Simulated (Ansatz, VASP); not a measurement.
# One calculation of C, two programs

POSCAR

```
C
1.0
    6.0258795301      0.0000000001      0.0000000000
   -3.0129397651      5.2185647532      0.0000000000
    0.0000000000      0.0000000000      1.2930361194
C
3
Direct
    0.0000000000      1.0000000000      0.0000000000
    0.3333333333      0.6666666667      0.5000000000
    0.6666666667      0.3333333333      0.5000000000
```

File INCAR.step1:

```
SYSTEM = C
PREC = Accurate
ENCUT = 520
ISMEAR = -1
SIGMA = 0.1
LREAL = .FALSE.
LASPH = .TRUE.
NELM = 80
NBANDS = 13
GGA = PE
ALGO = Normal
EDIFF = 1E-4
LWAVE = .TRUE.
LCHARG = .FALSE.
```

Contents of INCAR.step2:

```
SYSTEM = C
PREC = Accurate
ENCUT = 520
EDIFF = 1E-7
ISMEAR = -1
SIGMA = 0.1
LREAL = .FALSE.
LASPH = .TRUE.
NELM = 80
ALGO = Normal
ISIF = 2
LWAVE = .FALSE.
LCHARG = .FALSE.
METAGGA = R2SCAN
LMIXTAU = .TRUE.
NBANDS = 13
ISTART = 1
```

File KPOINTS:

```
regular mesh
0
G
  7 7 27
  0 0 0
```

Input for Ansatz:

```yaml
crystal:
  lattice:
    - [6.0258795301, 1.0e-10, 0.0]
    - [-3.0129397651, 5.2185647532, 0.0]
    - [0.0, 0.0, 1.2930361194]
  atoms:
    - { symbol: C, position: [0.0, 1.0, 0.0] }
    - { symbol: C, position: [0.3333333333, 0.6666666667, 0.5] }
    - { symbol: C, position: [0.6666666667, 0.3333333333, 0.5] }
hamiltonian:
  xc: r2scan
  pseudopotentials:
    kind: paw
    azcp:
      C: "pseudopotentials/C.paw.azcp"
basis:
  ecutwfc: 500
  fft_grid_basis: typed
kpoints:
  mp_grid: { grid: [7, 7, 27], shift: [0, 0, 0] }
magnetization:
  spin_polarized: false
scf:
  occupations: { method: fermi_dirac, width: 0.1 }
  lower_state_search: "off"
output:
  stress: true
```

Alike in both runs: task single point; functional r2SCAN; k mesh 7 × 7 × 27; occupations fermi-dirac, width 0.1 eV; no spin polarisation.

```csv
,VASP,Ansatz
version,VASP 6.6.1,Ansatz 0.2.0
potentials or method,"VASP PAW PBE potentials, release 64 (C), cutoff 520 eV","plane waves (500 eV) with PAW, scalar-relativistic"
valence electrons in the cell,12,12
```

Ansatz gave:

```
pressure (GPa)                                                : -6.5
traceless stress, the component that is largest in VASP (GPa) : -14.80
```

Problem. Which values does VASP return?

Solution. Pressure (GPa): -6.4; traceless stress, the component that is largest in VASP (GPa): -14.65.

VASP's potentials were made for PBE, not for r2SCAN. With one functional, cell and mesh, what is left measures potentials, basis and numerics.
